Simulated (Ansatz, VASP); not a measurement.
SiF: VASP beside Ansatz

The input INCAR:

```
PREC = Accurate ; ENCUT = 520
EDIFF = 1E-7 ; ISMEAR = -1
SIGMA = 0.05 ; LREAL = F
LASPH = T ; NELM = 80
ALGO = Normal ; ISIF = 2
LWAVE = F ; LCHARG = T
GGA = PE ; LELF = T
LVHAR = T ; NBANDS = 12
```

File KPOINTS:

```
Automatic mesh
0
Gamma
  9 9 9
```

File POSCAR:

```
SiF
1.0
    2.9667744889      0.0000000000      0.0000000000
    0.0000000000      2.9667744889      0.0000000000
    0.0000000000      0.0000000000      2.9667744889
Si F
1 1
Direct
    0.5000000000      0.5000000000      0.5000000000
    0.0000000000      0.0000000000      0.0000000000
```

File input.yaml:

```yaml
crystal:
  lattice:
    - [2.9667744889, 0.0, 0.0]
    - [0.0, 2.9667744889, 0.0]
    - [0.0, 0.0, 2.9667744889]
  atoms:
    - { symbol: Si, position: [0.5, 0.5, 0.5] }
    - { symbol: F, position: [0.0, 0.0, 0.0] }
hamiltonian:
  xc: pbe
  pseudopotentials: { kind: paw, azcp: { folder: soft_1 } }
kpoints:
  mp_grid: { grid: [9, 9, 9] }
scf:
  occupations: { method: fermi_dirac, width: 0.05 }
output:
  forces: true
  stress: true
  eigenvalues: true
```

Alike in both runs: task single point; functional PBE; k mesh 9 × 9 × 9; occupations fermi-dirac, width 0.05 eV; no spin polarisation.

```csv
,VASP,Ansatz
version,VASP 6.6.1,Ansatz 0.2.0
potentials or method,"VASP PAW PBE potentials, release 64 (Si, F)",Ansatz PAW soft_1
plane-wave cutoff (eV),520,420
valence electrons in the cell,11,11
```

Ansatz gave:

| Property | Result |
| --- | --- |
| gap on the k mesh at the Fermi level (eV) | none |
| pressure (GPa) | 5.4 |

Problem. What did VASP give for the same quantities?

Solution. gap on the k mesh at the Fermi level (eV): none; pressure (GPa): 5.2.

A gap of «none» marks a metal or a gap that the smearing closes.
